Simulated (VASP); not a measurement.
# Mg7FeO8 (Fm-3m) in VASP: single point with PBEsol+U

Aim: the single point of Mg7FeO8 with PBEsol+U.

Everything below comes from runs of VASP 6.6.1. Logs are shortened: lines on timing, memory, paths and dates and some standing lists are left out, and cuts for length are marked.

## Step 1: The cell of the first run

The structure is cubic, space group Fm-3m (No. 225). The conventional cell has a = 8.427 Å, b = 8.427 Å, c = 8.427 Å, α = 90.00°, β = 90.00°, γ = 90.00°. Fe (site symmetry m-3m) has 6 O at 2.14 Å within 2.8 Å. Mg (site symmetry mmm) has 6 O at 2.11 Å within 2.8 Å. Mg (site symmetry m-3m) has 6 O at 2.08 Å within 2.8 Å. O (site symmetry -43m) has 6 Mg at 2.11 Å within 2.8 Å. Within 2.8 Å of O (site symmetry 4mm) lie 5 Mg at 2.08 to 2.11 Å and 1 Fe at 2.14 Å.

## Step 2: Single point, PBEsol+U, collinear spin, ferromagnetic start

INCAR reads:

```
SYSTEM = Mg7FeO8
ALGO     = Normal         ! electronic algorithm
EDIFF    = 1E-6           ! SCF threshold, eV
ENCUT    = 520            ! plane-wave cutoff, eV
GGA      = PS             ! functional
ISIF     = 2              ! what is computed and relaxed
ISMEAR   = 0              ! smearing method
ISPIN    = 2              ! spin polarisation
LASPH    = .True.         ! aspherical terms in the spheres
LCHARG   = .False.        ! write CHGCAR
LDAU     = .True.         ! DFT+U
LDAUJ    = 0 0 0        
LDAUL    = 2 -1 -1        ! shell
LDAUPRINT= 1            
LDAUTYPE = 2            
LDAUU    = 4 0 0          ! U, eV
LMAXMIX  = 4              ! l up to which the mixer works
LORBIT   = 11             ! projections on sites
LREAL    = Auto         
LWAVE    = .False.        ! write WAVECAR
MAGMOM   = 4 0 0 0 0 0 0 0 0 0 0 0 0 0 0 0 ! initial moments
NBANDS   = 53             ! bands
NELM     = 150            ! most SCF steps
PREC     = Accurate       ! precision mode
SIGMA    = 0.05           ! smearing width, eV
```

KPOINTS reads:

```
k-points
0
Gamma
  4 4 4
  0 0 0
```

POSCAR reads:

```
Mg7FeO8
1.0
    0.0000000000      4.2136000000      4.2136000000
    4.2136000000      0.0000000000      4.2136000000
    4.2136000000      4.2136000000      0.0000000000
Fe Mg O
1 7 8
Direct
    0.0000000000      0.0000000000      0.0000000000
    0.0000000000      0.0000000000      0.5000000000
    0.0000000000      0.5000000000      0.0000000000
    0.0000000000      0.5000000000      0.5000000000
    0.5000000000      0.0000000000      0.0000000000
    0.5000000000      0.0000000000      0.5000000000
    0.5000000000      0.5000000000      0.0000000000
    0.5000000000      0.5000000000      0.5000000000
    0.2500000000      0.2500000000      0.2500000000
    0.2534698588      0.2534698588      0.7465301412
    0.2534698588      0.7465301412      0.2534698588
    0.2534698588      0.7465301412      0.7465301412
    0.7465301412      0.2534698588      0.2534698588
    0.7465301412      0.2534698588      0.7465301412
    0.7465301412      0.7465301412      0.2534698588
    0.7500000000      0.7500000000      0.7500000000
```

Potentials or basis: VASP PAW PBE potentials, release 64 (Fe, Mg, O).

Command:

```bash
$ cat potpaw_PBE.64/Fe/POTCAR potpaw_PBE.64/Mg/POTCAR potpaw_PBE.64/O/POTCAR > POTCAR
$ mpirun -np 1 vasp_std > vasp.out
```

OUTCAR:

```text
SYSTEM = Mg7FeO8
   EDIFF = 1E-6
   ENCUT = 520
   GGA = PS
   ISIF = 2
   ISMEAR = 0
   ISPIN = 2
   LASPH = .True.
   LORBIT = 11
   LREAL = Auto
   NELM = 150
   PREC = Accurate

 ion  position               nearest neighbor table
   1  0.000  0.000  0.000-  10 2.14  11 2.14  12 2.14  13 2.14  14 2.14  15 2.14   2 2.98   3 2.98
                             5 2.98   2 2.98   4 2.98   6 2.98   3 2.98   4 2.98   7 2.98   5 2.98
   2  0.000  0.000  0.500-   9 2.11  16 2.11  12 2.11  13 2.11  14 2.11  11 2.11   1 2.98   4 2.98
                             6 2.98   1 2.98   3 2.98   5 2.98   3 2.98   4 2.98   8 2.98   5 2.98
   3  0.000  0.500  0.000-   9 2.11  16 2.11  12 2.11  13 2.11  15 2.11  10 2.11   1 2.98   4 2.98
                             7 2.98   2 2.98   4 2.98   8 2.98   1 2.98   2 2.98   5 2.98   5 2.98
   4  0.000  0.500  0.500-   9 2.11  16 2.11  11 2.11  14 2.11  15 2.11  10 2.11   2 2.98   3 2.98
                             8 2.98   1 2.98   3 2.98   7 2.98   1 2.98   2 2.98   6 2.98   6 2.98
   5  0.500  0.000  0.000-   9 2.11  16 2.11  11 2.11  14 2.11  15 2.11  10 2.11   1 2.98   6 2.98
                             7 2.98   2 2.98   6 2.98   8 2.98   3 2.98   7 2.98   8 2.98   1 2.98
   6  0.500  0.000  0.500-   9 2.11  16 2.11  12 2.11  13 2.11  15 2.11  10 2.11   2 2.98   5 2.98
                             8 2.98   1 2.98   5 2.98   7 2.98   4 2.98   7 2.98   8 2.98   1 2.98
   7  0.500  0.500  0.000-   9 2.11  16 2.11  12 2.11  13 2.11  14 2.11  11 2.11   3 2.98   5 2.98
                             8 2.98   4 2.98   6 2.98   8 2.98   1 2.98   5 2.98   6 2.98   1 2.98
   8  0.500  0.500  0.500-  10 2.08  11 2.08  12 2.08  13 2.08  14 2.08  15 2.08   4 2.98   6 2.98
                             7 2.98   3 2.98   5 2.98   7 2.98   2 2.98   5 2.98   6 2.98   2 2.98
   9  0.250  0.250  0.250-   2 2.11   3 2.11   4 2.11   5 2.11   6 2.11   7 2.11
  10  0.253  0.253  0.747-   8 2.08   4 2.11   5 2.11   6 2.11   3 2.11   1 2.14
  11  0.253  0.747  0.253-   8 2.08   4 2.11   5 2.11   7 2.11   2 2.11   1 2.14
  12  0.253  0.747  0.747-   8 2.08   3 2.11   6 2.11   7 2.11   2 2.11   1 2.14
  13  0.747  0.253  0.253-   8 2.08   3 2.11   6 2.11   7 2.11   2 2.11   1 2.14
  14  0.747  0.253  0.747-   8 2.08   4 2.11   5 2.11   7 2.11   2 2.11   1 2.14
  15  0.747  0.747  0.253-   8 2.08   4 2.11   5 2.11   6 2.11   3 2.11   1 2.14
  16  0.750  0.750  0.750-   2 2.11   3 2.11   4 2.11   5 2.11   6 2.11   7 2.11

  LATTYP: Found a face centered cubic cell.
 ALAT       =     8.4272000000

  Lattice vectors:

 A1 = (   0.0000000000,   4.2136000000,   4.2136000000)
 A2 = (   4.2136000000,   0.0000000000,   4.2136000000)
 A3 = (   4.2136000000,   4.2136000000,   0.0000000000)

Analysis of symmetry for initial positions (statically):
=====================================================================
 Subroutine PRICEL returns:
 Original cell was already a primitive cell.

 Routine SETGRP: Setting up the symmetry group for a
 face centered cubic supercell.

 Subroutine GETGRP returns: Found 48 space group operations
 (whereof 48 operations were pure point group operations)
 out of a pool of 48 trial point group operations.

The static configuration has the point symmetry O_h .

Analysis of symmetry for dynamics (positions and initial velocities):
=====================================================================
 Subroutine PRICEL returns:
 Original cell was already a primitive cell.

 Routine SETGRP: Setting up the symmetry group for a
 face centered cubic supercell.

 Subroutine GETGRP returns: Found 48 space group operations
 (whereof 48 operations were pure point group operations)
 out of a pool of 48 trial point group operations.

The dynamic configuration has the point symmetry O_h .

Analysis of structural, dynamic, and magnetic symmetry:
=====================================================================
 Subroutine PRICEL returns:
 Original cell was already a primitive cell.

 Routine SETGRP: Setting up the symmetry group for a
 face centered cubic supercell.

 Subroutine GETGRP returns: Found 48 space group operations
 (whereof 48 operations were pure point group operations)
 out of a pool of 48 trial point group operations.

The overall configuration has the point symmetry O_h .

 Subroutine INISYM returns: Found 48 space group operations
 (whereof 48 operations are pure point group operations),
 and found     1 'primitive' translations
[... 152 lines left out ...]

spin component  1

  0.9638 -0.0000 -0.0000  0.0000  0.0000
 -0.0000  0.9638  0.0000 -0.0000  0.0000
 -0.0000  0.0000  1.0218 -0.0000  0.0000
  0.0000 -0.0000 -0.0000  0.9638 -0.0000
  0.0000  0.0000  0.0000 -0.0000  1.0218

spin component  2

  0.3297  0.0000  0.0000 -0.0000 -0.0000
  0.0000  0.3297 -0.0000  0.0000  0.0000
  0.0000 -0.0000  0.1242  0.0000  0.0000
 -0.0000  0.0000  0.0000  0.3297 -0.0000
 -0.0000  0.0000  0.0000 -0.0000  0.1242

 occupancies and eigenvectors

  o =  0.1242  v =  0.0000  0.0000  0.0000  0.0000  0.0000  0.0000 -0.0000 -1.0000  0.0000  0.0082      0.0000  0.0000  0.0000  0.0000  0.0000  0.0000  0.0000  0.0000  0.0000  0.0000
  o =  0.1242  v =  0.0000  0.0000  0.0000  0.0000  0.0000  0.0000 -0.0000 -0.0082 -0.0000 -1.0000      0.0000  0.0000  0.0000  0.0000  0.0000  0.0000  0.0000  0.0000  0.0000  0.0000
  o =  0.3297  v =  0.0000  0.0000  0.0000  0.0000  0.0000  1.0000  0.0000  0.0000  0.0000  0.0000      0.0000  0.0000  0.0000  0.0000  0.0000  0.0000  0.0000  0.0000  0.0000  0.0000
  o =  0.3297  v =  0.0000  0.0000  0.0000  0.0000  0.0000  0.0000 -0.3249 -0.0000  0.9458 -0.0000      0.0000  0.0000  0.0000  0.0000  0.0000  0.0000  0.0000  0.0000  0.0000  0.0000
  o =  0.3297  v =  0.0000  0.0000  0.0000  0.0000  0.0000  0.0000  0.9458  0.0000  0.3249 -0.0000      0.0000  0.0000  0.0000  0.0000  0.0000  0.0000  0.0000  0.0000  0.0000  0.0000
  o =  0.9638  v =  0.0000 -0.2438  0.0000  0.9698 -0.0000  0.0000  0.0000  0.0000  0.0000  0.0000      0.0000  0.0000  0.0000  0.0000  0.0000  0.0000  0.0000  0.0000  0.0000  0.0000
  o =  0.9638  v =  0.0000  0.9698 -0.0000  0.2438 -0.0000  0.0000  0.0000  0.0000  0.0000  0.0000      0.0000  0.0000  0.0000  0.0000  0.0000  0.0000  0.0000  0.0000  0.0000  0.0000
  o =  0.9638  v =  1.0000  0.0000  0.0000  0.0000  0.0000  0.0000  0.0000  0.0000  0.0000  0.0000      0.0000  0.0000  0.0000  0.0000  0.0000  0.0000  0.0000  0.0000  0.0000  0.0000
  o =  1.0218  v =  0.0000  0.0000  0.9987 -0.0000 -0.0508  0.0000  0.0000  0.0000  0.0000  0.0000      0.0000  0.0000  0.0000  0.0000  0.0000  0.0000  0.0000  0.0000  0.0000  0.0000
  o =  1.0218  v =  0.0000  0.0000  0.0508  0.0000  0.9987  0.0000  0.0000  0.0000  0.0000  0.0000      0.0000  0.0000  0.0000  0.0000  0.0000  0.0000  0.0000  0.0000  0.0000  0.0000

 number of electron      69.9999999 magnetization       3.9998857

 Free energy of the ion-electron system (eV)
  ---------------------------------------------------
  ext. energy  EPLUGINS =         0.00000000
  ---------------------------------------------------
  free energy    TOTEN  =      -100.94755521 eV

  energy without entropy =     -100.93370554  energy(sigma->0) =     -100.94063037

 E-fermi :   6.8348     XC(G=0): -11.4907

 val. band max:        6.8213290394   @ k =   0.5000   0.0000   0.0000
 cond. band min:       6.8643264668   @ k =  -0.2500   0.2500   0.0000
 fundamental gap:      0.0429974274
 Fermi energy:         6.8348009479

 spin component 1

 k-point     1 :       0.0000    0.0000    0.0000
  band No.  band energies     occupation
      1     -14.1710      1.00000
      2     -12.8727      1.00000
      3     -12.8727      1.00000
      4     -12.8727      1.00000
      5     -12.7632      1.00000
      6     -12.6992      1.00000
[... 389 lines left out ...]
     46      14.4293      0.00000
     47      14.4418      0.00000
 Fermi energy:         6.8348009479

 spin component 2

 k-point     1 :       0.0000    0.0000    0.0000
  band No.  band energies     occupation
      1     -14.1065      1.00000
      2     -12.7894      1.00000
      3     -12.7894      1.00000
      4     -12.7894      1.00000
      5     -12.7643      1.00000
      6     -12.5545      1.00000
[... 389 lines left out ...]
     46      14.4222      0.00000
     47      14.4387      0.00000
 [bands above 47 left out]

------------------------ aborting loop because EDIFF is reached ----------------------------------------

  FORCE on cell =-STRESS in cart. coord.  units (eV):
  Direction    XX          YY          ZZ          XY          YZ          ZX
  --------------------------------------------------------------------------------------
  -------------------------------------------------------------------------------------
  Total        0.6374641      0.6374641      0.6374641      0.0000000      0.0000000     -0.0000000
  in kB        6.8261591      6.8261591      6.8261591      0.0000000      0.0000000     -0.0000000
  external PRESSURE =       6.8261591 kB  Pullay stress =       0.0000000 kB

 VOLUME and BASIS-vectors are now :
 -----------------------------------------------------------------------------
  energy-cutoff  :      520.00
  volume of cell :      149.62
      direct lattice vectors                 reciprocal lattice vectors
     0.000000000  4.213600000  4.213600000    -0.118663376  0.118663376  0.118663376
     4.213600000  0.000000000  4.213600000     0.118663376 -0.118663376  0.118663376
     4.213600000  4.213600000  0.000000000     0.118663376  0.118663376 -0.118663376

 POSITION                                       TOTAL-FORCE (eV/Angst)
 -----------------------------------------------------------------------------------
      0.00000      0.00000      0.00000        -0.000000     -0.000000      0.000000
      2.10680      2.10680      0.00000        -0.000000     -0.000000     -0.000000
      2.10680      0.00000      2.10680        -0.000000     -0.000000     -0.000000
      4.21360      2.10680      2.10680        -0.000000     -0.000000      0.000000
      0.00000      2.10680      2.10680        -0.000000     -0.000000      0.000000
      2.10680      4.21360      2.10680        -0.000000     -0.000000     -0.000000
[... 8 lines left out ...]
      4.21360      4.21360      6.29116        -0.000000     -0.000000      0.067024
      6.32040      6.32040      6.32040        -0.000000     -0.000000      0.000000
 -----------------------------------------------------------------------------------
    total drift:                                0.000000      0.000000      0.000000

  FREE ENERGIE OF THE ION-ELECTRON SYSTEM (eV)
  ---------------------------------------------------
  free  energy   TOTEN  =      -100.9475552058 eV

  energy  without entropy=     -100.9337055353  energy(sigma->0) =     -100.94063037

 total charge

# of ion       s       p       d       tot
------------------------------------------
    1        0.316   0.415   6.147   6.877
    2        0.149   0.179   0.080   0.408
    3        0.149   0.179   0.080   0.408
    4        0.149   0.179   0.080   0.408
    5        0.149   0.179   0.080   0.408
    6        0.149   0.179   0.080   0.408
[... 8 lines left out ...]
   15        1.539   3.528   0.000   5.067
   16        1.537   3.540   0.000   5.077
--------------------------------------------------
tot         13.673  29.928   6.713  50.314

 magnetization (x)

# of ion       s       p       d       tot
------------------------------------------
    1        0.017   0.018   3.692   3.726
    2       -0.000  -0.001  -0.001  -0.001
    3       -0.000  -0.001  -0.001  -0.001
    4       -0.000  -0.001  -0.001  -0.001
    5       -0.000  -0.001  -0.001  -0.001
    6       -0.000  -0.001  -0.001  -0.001
[... 8 lines left out ...]
   15        0.004   0.040   0.000   0.043
   16       -0.000  -0.000   0.000  -0.000
--------------------------------------------------
tot          0.044   0.256   3.689   3.989
```

It took 10 min on 1 thread of Intel Xeon Platinum 8375C at 2.90GHz (Ice Lake), shared host; peak memory 0.44 GiB.

What came out:

```
Free energy                                           : -100.9476 eV
Pressure                                              : 0.7 GPa
Largest force                                         : 0.067 eV/Å
Band gap on the k mesh                                : zero (filled and empty bands overlap)
Net moment                                            : 4.00 μB per cell
Site moments                                          : Fe +3.73; Mg -0.00, +0.01 (each value once); O -0.00, +0.04 (each value once) μB
Valence electrons inside the program's atomic spheres : Fe 6.88; Mg 0.41, 0.43 (each value once); O 5.08, 5.07 (each value once)
```

Forces in eV/Å, atoms in the order of the input:
```
Fe   0.000  0.000  0.000
Mg   0.000  0.000  0.000
Mg   0.000  0.000  0.000
Mg   0.000  0.000  0.000
Mg   0.000  0.000  0.000
Mg   0.000  0.000  0.000
Mg   0.000  0.000  0.000
Mg   0.000  0.000  0.000
O    0.000  0.000  0.000
O    0.000  0.000 -0.067
O    0.000 -0.067  0.000
O    0.067  0.000  0.000
O   -0.067  0.000  0.000
O    0.000  0.067  0.000
O    0.000  0.000  0.067
O    0.000  0.000  0.000
```

Levels at points of the mesh, in eV from the Fermi level:
Spin up:
```tsv
k point	band 35	band 36	band 37	band 38	band 39	band 40
(0.00, 0.00, 0.00)	-3.80	-2.67	-2.67	0.76	3.95	3.95
(0.50, 0.00, 0.00)	-4.15	-2.92	-2.92	3.07	3.24	5.62
(0.50, 0.50, 0.00)	-4.09	-3.92	-2.67	4.01	4.21	5.55
```
Spin down:
```
           k point  band 30  band 31  band 32  band 33  band 34  band 35  band 36  band 37
(0.00, 0.00, 0.00)    -3.73    -3.73    -3.73    -0.15    -0.15    -0.15     0.89     2.55
(0.50, 0.00, 0.00)    -4.20    -4.09    -4.09    -0.01     0.05     0.05     2.40     2.40
(0.50, 0.50, 0.00)    -4.39    -4.37    -4.37    -0.10     0.19     0.19     1.95     2.56
```

Eigenvalues of the final occupation matrices:
```tsv
site	spin	trace	eigenvalues
site 1 d	1	4.93	0.96 0.96 0.96 1.02 1.02
site 1 d	2	1.24	0.12 0.12 0.33 0.33 0.33
```

Caveat: the PAW data sets were made with another functional, which shifts forces and pressure a little; a cell with one magnetic atom can't hold antiferromagnetic order, which such compounds often take. The state reached can hang on the start; a lower one may exist.

The gap in the log of VASP goes by the Fermi energy; the results here count the filled bands.